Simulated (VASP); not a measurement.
# Hf (Fm-3m) in VASP: a series of runs

The runs below take Hf through electric field gradients, with r2SCAN, PBE.

All numbers are computed with VASP 6.6.1; they aren't measurements. Logs are shortened: lines on timing, memory, paths and dates and some standing lists are left out, and cuts for length are marked.

## Step 1: The cell of the first run

Symmetry: Fm-3m, No. 225, cubic system. Conventional cell: a = 4.380 Å, b = 4.380 Å, c = 4.380 Å, α = 90.00°, β = 90.00°, γ = 90.00°. Within 4.1 Å of Hf (site symmetry m-3m) lie 12 Hf at 3.10 Å.

This isn't the form of Hf at room conditions, which is hcp.

## Step 2: Electric field gradients, r2SCAN (21.01 Å³/atom)

POSCAR

```
Hf
1.0
    0.0000000000      2.1899963220      2.1899963220
    2.1899963220      0.0000000000      2.1899963220
    2.1899963220      2.1899963220      0.0000000000
Hf
1
Direct
    0.0000000000      0.0000000000      0.0000000000
```

INCAR.step1

```
ALGO = Normal
EDIFF = 1E-5
ENCUT = 440
GGA = PE
GGA_COMPAT = False
ISMEAR = -1
LASPH = True
LCHARG = False
LREAL = False
LWAVE = True
NBANDS = 11
NELM = 120
PREC = Accurate
SIGMA = 0.03
```

INCAR.step2

```
ALGO = Normal
EDIFF = 1E-8
ENCUT = 440
GGA_COMPAT = False
ISIF = 2
ISMEAR = -1
ISTART = 1
LASPH = True
LCHARG = False
LEFG = True
LMIXTAU = True
LREAL = False
LWAVE = False
METAGGA = R2SCAN
NBANDS = 11
NELM = 120
PREC = Accurate
SIGMA = 0.03
```

KPOINTS

```
k-points
0
Gamma
  16 16 16
```

Potentials or basis: VASP PAW PBE potentials, release 64 (Hf_pv).

On the command line:

```sh
cat potpaw_PBE.64/Hf_pv/POTCAR > POTCAR
cp INCAR.step1 INCAR
mpirun -np 1 vasp_std > vasp.out
cp INCAR.step2 INCAR
mpirun -np 1 vasp_std > vasp.out
```

OUTCAR:

```text
EDIFF = 1E-8
   ENCUT = 440
   ISIF = 2
   ISMEAR = -1
   ISTART = 1
   LASPH = True
   LREAL = False
   METAGGA = R2SCAN
   NELM = 120
   PREC = Accurate

 ion  position               nearest neighbor table
   1  0.000  0.000  0.000-

  LATTYP: Found a face centered cubic cell.
 ALAT       =     4.3799926440

  Lattice vectors:

 A1 = (   0.0000000000,   2.1899963220,   2.1899963220)
 A2 = (   2.1899963220,   0.0000000000,   2.1899963220)
 A3 = (   2.1899963220,   2.1899963220,   0.0000000000)

Analysis of symmetry for initial positions (statically):
=====================================================================
 Subroutine PRICEL returns:
 Original cell was already a primitive cell.

 Routine SETGRP: Setting up the symmetry group for a
 face centered cubic supercell.

 Subroutine GETGRP returns: Found 48 space group operations
 (whereof 48 operations were pure point group operations)
 out of a pool of 48 trial point group operations.

The static configuration has the point symmetry O_h .

Analysis of symmetry for dynamics (positions and initial velocities):
=====================================================================
 Subroutine PRICEL returns:
 Original cell was already a primitive cell.

 Routine SETGRP: Setting up the symmetry group for a
 face centered cubic supercell.

 Subroutine GETGRP returns: Found 48 space group operations
 (whereof 48 operations were pure point group operations)
 out of a pool of 48 trial point group operations.

The dynamic configuration has the point symmetry O_h .

 Subroutine INISYM returns: Found 48 space group operations
 (whereof 48 operations are pure point group operations),
 and found     1 'primitive' translations

----------------------------------------------------------------------------------------

                                     Primitive cell

  volume of cell :      21.0068

  direct lattice vectors                    reciprocal lattice vectors
     0.000000000  2.189996322  2.189996322    -0.228310886  0.228310886  0.228310886
     2.189996322  0.000000000  2.189996322     0.228310886 -0.228310886  0.228310886
     2.189996322  2.189996322  0.000000000     0.228310886  0.228310886 -0.228310886

  length of vectors
     3.097122500  3.097122500  3.097122500     0.395446054  0.395446054  0.395446054

  position of ions in fractional coordinates (direct lattice)
     0.000000000  0.000000000  0.000000000

  ion indices of the primitive-cell ions
   primitive index   ion index
                 1           1

----------------------------------------------------------------------------------------

 KPOINTS: k-points

Automatic generation of k-mesh.
 Grid dimensions read from file:
 generate k-points for:   16   16   16

 Generating k-lattice:

  Cartesian coordinates                     Fractional coordinates (reciprocal lattice)
    -0.014269430  0.014269430  0.014269430     0.062500000  0.000000000  0.000000000
     0.014269430 -0.014269430  0.014269430     0.000000000  0.062500000  0.000000000
     0.014269430  0.014269430 -0.014269430     0.000000000  0.000000000  0.062500000

  Length of vectors
     0.024715378  0.024715378  0.024715378

  Shift w.r.t. Gamma in fractional coordinates (k-lattice)
     0.000000000  0.000000000  0.000000000

 Subroutine IBZKPT returns following result:
 ===========================================

 Found    145 irreducible k-points:

 Following reciprocal coordinates:
            Coordinates               Weight
  0.000000  0.000000  0.000000      1.000000
  0.062500  0.000000  0.000000      8.000000
  0.125000  0.000000  0.000000      8.000000
  0.187500  0.000000  0.000000      8.000000
  0.250000  0.000000  0.000000      8.000000
  0.312500  0.000000  0.000000      8.000000
[... 16 lines left out ...]
 -0.125000  0.062500  0.000000     24.000000
 -0.062500  0.062500  0.000000     12.000000
 [... further k-points ...]
   k-points           NKPTS =    145   k-points in BZ     NKDIM =    145   number of bands    NBANDS=     11
   number of dos      NEDOS =    301   number of ions     NIONS =      1
   total plane-waves  NPLWV =  13824
   dimension x,y,z NGX =    24 NGY =   24 NGZ =   24
   dimension x,y,z NGXF=    48 NGYF=   48 NGZF=   48
   ions per type =               1
   NGX,Y,Z   is equivalent  to a cutoff of  12.88, 12.88, 12.88 a.u.
   NGXF,Y,Z  is equivalent  to a cutoff of  25.77, 25.77, 25.77 a.u.
 SYSTEM =  unknown system
   PREC   = accura    normal or accurate (medium, high low for compatibility)
   ISTART =      1    job   : 0-new  1-cont  2-samecut
   ICHARG =      0    charge: 1-file 2-atom 10-const
   ISPIN  =      1    spin polarized calculation?
   LNONCOLLINEAR =      F non collinear calculations
   LSORBIT =      F    spin-orbit coupling
   LASPH  =      T    aspherical Exc in radial PAW
   ENCUT  =  440.0 eV  32.34 Ry    5.69 a.u.   5.30  5.30  5.30*2*pi/ulx,y,z
   NELM   =    120;   NELMIN=  2; NELMDL=  0     # of ELM steps
   EDIFF  = 0.1E-07   stopping-criterion for ELM
   LREAL  =      F    real-space projection
   EDIFFG = 0.1E-06   stopping-criterion for IOM
   NSW    =      0    number of steps for IOM
   IBRION =     -1    ionic relax: 0-MD 1-quasi-New 2-CG
   NFREE  =      0    steps in history (QN), initial steepest desc. (CG)
   ISIF   =      2    stress and relaxation
   ISYM   =      2    0-nonsym 1-usesym 2-fastsym
   POTIM  = 0.5000    time-step for ionic-motion
   TEBEG  =    0.0;   TEEND  =   0.0 temperature during run
   PSTRESS=    0.0 pullay stress
   NELECT =      10.0000    total number of electrons
   NUPDOWN=      -1.0000    fix difference up-down
   EMIN   =  10.00;   EMAX   =-10.00  energy-range for DOS
   EFERMI =   0.00;   METHOD = LEGACY
   ISMEAR =    -1;   SIGMA  =   0.03  broadening in eV -4-tet -1-fermi 0-gaus
   EFERMI_NEDOS =   21; number of points for ismear=-14 and -15
   IALGO  =     38    algorithm
   IMIX   =      4    mixing-type and parameters
     AMIX     =   0.40;   BMIX     =  1.00
     AMIX_MAG =   1.60;   BMIX_MAG =  1.00
  volume/ion in A,a.u.               =      21.01       141.76
  Fermi-wavevector in a.u.,A,eV,Ry     =   1.278267  2.415574 22.231451  1.633966
  Thomas-Fermi vector in A             =   2.410819
   LORBIT       =      0    0 simple, 1 ext, 2 COOP (PROOUT), +10 PAW based schemes
   METAGGA = R2SCAN    functional components
   LHFCALC =     F    Hartree Fock is set to
   AEXX    =    0.0000 exact exchange contribution
   IVDW    =     0    specifies the selected vdW correction
   LEPSILON=     F    determine dielectric tensor
   LRPA    =     F    only Hartree local field effects (RPA)
 non-spin polarized calculation
  energy-cutoff  :      440.00
  volume of cell :       21.01
 maximum number of plane-waves:       459
 NGX is ok and might be reduce to    24
   NGX = 11   NGY = 11   NGZ = 11

 number of electron      10.0000001 magnetization

 Free energy of the ion-electron system (eV)
  ---------------------------------------------------
  ext. energy  EPLUGINS =         0.00000000
  ---------------------------------------------------
  free energy    TOTEN  =       -45.03767871 eV

  energy without entropy =      -45.03250271  energy(sigma->0) =      -45.03509071

 E-fermi :   5.0476     XC(G=0): -12.4925

 val. band max:        5.0430949572   @ k =  -0.1875   0.1250   0.0000
 cond. band min:       5.0595115301   @ k =  -0.3125   0.3750   0.1250
 fundamental gap:      0.0164165729
 Fermi energy:         5.0476028336

 k-point     1 :       0.0000    0.0000    0.0000
  band No.  band energies     occupation
      1     -25.8184      2.00000
      2     -25.8184      2.00000
      3     -25.8184      2.00000
      4      -2.7116      2.00000
      5       6.6842      0.00000
      6       6.6842      0.00000
      7       6.6842      0.00000
      8       9.9130      0.00000
      9       9.9130      0.00000
     10      17.0968      0.00000
     11      17.2712      0.00000

 k-point     2 :       0.0625    0.0000    0.0000
  band No.  band energies     occupation
      1     -25.8610      2.00000
      2     -25.8236      2.00000
      3     -25.8236      2.00000
      4      -2.5585      2.00000
      5       6.5157      0.00000
      6       6.7577      0.00000
      7       6.7577      0.00000
      8       9.8259      0.00000
      9       9.8259      0.00000
     10      17.2715      0.00000
     11      17.4489      0.00000

 k-point     3 :       0.1250    0.0000    0.0000
  band No.  band energies     occupation
      1     -25.9810      2.00000
      2     -25.8383      2.00000
      3     -25.8383      2.00000
      4      -2.1170      2.00000
      5       6.0939      0.00000
      6       6.9413      0.00000
      7       6.9413      0.00000
      8       9.6410      0.00000
      9       9.6410      0.00000
     10      17.2714      0.00000
     11      18.3158      0.00000

 k-point     4 :       0.1875    0.0000    0.0000
  band No.  band energies     occupation
      1     -26.1564      2.00000
      2     -25.8603      2.00000
      3     -25.8603      2.00000
      4      -1.4418      2.00000
      5       5.5935      0.00000
      6       7.1082      0.00000
      7       7.1082      0.00000
      8       9.5692      0.00000
      9       9.5692      0.00000
     10      17.2711      0.00000
     11      18.2680      0.00000
[... 239 lines left out ...]
 k-point    22 :      -0.1875    0.0625    0.0000
  band No.  band energies     occupation
      1     -26.2305      2.00000
      2     -25.9077      2.00000
      3     -25.8577      2.00000
      4      -1.0575      2.00000
      5       5.3515      0.00008
      6       7.0566      0.00000
      7       7.2646      0.00000
      8       9.0720      0.00000
      9      10.1249      0.00000
     10      17.2712      0.00000
     11      18.2576      0.00000

 k-point    23 :      -0.1250    0.0625    0.0000
  band No.  band energies     occupation
      1     -26.0517      2.00000
      2     -25.8769      2.00000
      3     -25.8372      2.00000
      4      -1.7868      2.00000
      5       5.8116      0.00000
      6       7.0343      0.00000
      7       7.0968      0.00000
      8       9.1753      0.00000
      9       9.9148      0.00000
     10      17.2712      0.00000
     11      18.8680      0.00000

 k-point    24 :      -0.0625    0.0625    0.0000
  band No.  band energies     occupation
      1     -25.9208      2.00000
      2     -25.8474      2.00000
      3     -25.8252      2.00000
      4      -2.3090      2.00000
      5       6.2535      0.00000
      6       6.8699      0.00000
      7       6.8852      0.00000
      8       9.5130      0.00000
      9       9.8911      0.00000
     10      17.2715      0.00000
     11      17.9959      0.00000

 [... further k-points ...]

------------------------ aborting loop because EDIFF is reached ----------------------------------------

  FORCE on cell =-STRESS in cart. coord.  units (eV):
  Direction    XX          YY          ZZ          XY          YZ          ZX
  --------------------------------------------------------------------------------------
  -------------------------------------------------------------------------------------
  Total        0.9177466      0.9177466      0.9177466     -0.0000000      0.0000000      0.0000000
  in kB       69.9959975     69.9959975     69.9959975     -0.0000000      0.0000000      0.0000000
  external PRESSURE =      69.9959975 kB  Pullay stress =       0.0000000 kB

 VOLUME and BASIS-vectors are now :
 -----------------------------------------------------------------------------
  energy-cutoff  :      440.00
  volume of cell :       21.01
      direct lattice vectors                 reciprocal lattice vectors
     0.000000000  2.189996322  2.189996322    -0.228310886  0.228310886  0.228310886
     2.189996322  0.000000000  2.189996322     0.228310886 -0.228310886  0.228310886
     2.189996322  2.189996322  0.000000000     0.228310886  0.228310886 -0.228310886

 POSITION                                       TOTAL-FORCE (eV/Angst)
 -----------------------------------------------------------------------------------
      0.00000      0.00000      0.00000         0.000000     -0.000000      0.000000
 -----------------------------------------------------------------------------------
    total drift:                               -0.000000      0.000000      0.000000

  FREE ENERGIE OF THE ION-ELECTRON SYSTEM (eV)
  ---------------------------------------------------
  free  energy   TOTEN  =       -45.0376787138 eV

  energy  without entropy=      -45.0325027109  energy(sigma->0) =      -45.03509071

 Electric field gradients (V/A^2)
---------------------------------------------------------------------
 ion       V_xx      V_yy      V_zz      V_xy      V_xz      V_yz
---------------------------------------------------------------------
   1      -0.000     0.000    -0.000    -0.000    -0.000    -0.000
---------------------------------------------------------------------

 Electric field gradients after diagonalization (V/A^2)
 (convention: |V_zz| > |V_xx| > |V_yy|)
----------------------------------------------------------------------
 ion       V_xx      V_yy      V_zz     asymmetry (V_yy - V_xx)/ V_zz
----------------------------------------------------------------------
   1       0.000     0.000    -0.000       0.000
----------------------------------------------------------------------

           NMR quadrupolar parameters

 Cq : quadrupolar parameter    Cq=e*Q*V_zz/h
 eta: asymmetry parameters     (V_yy - V_xx)/ V_zz
 Q  : nuclear electric quadrupole moment in mb (millibarn)
----------------------------------------------------------------------
 ion       Cq(MHz)       eta       Q (mb)
----------------------------------------------------------------------
   1      -0.000       0.000       1.000
----------------------------------------------------------------------
```

Wall time 80 s (1 thread of Intel Xeon Platinum 8375C at 2.90GHz (Ice Lake), shared host); peak memory 0.16 GiB.

What came out:

- Free energy: -45.0377 eV
- Pressure: 7.0 GPa
- Band gap on the k mesh: zero (bands 5 and 6 overlap by 2.08 eV)
- Largest electric field gradient by atom: zero within the noise of the run

Caveat: the cell stands under pressure; the PAW data sets were made with another functional, which shifts forces and pressure a little; spin-orbit coupling is left out, which moves the levels of the heavy elements.

[end of part 1 of 3]
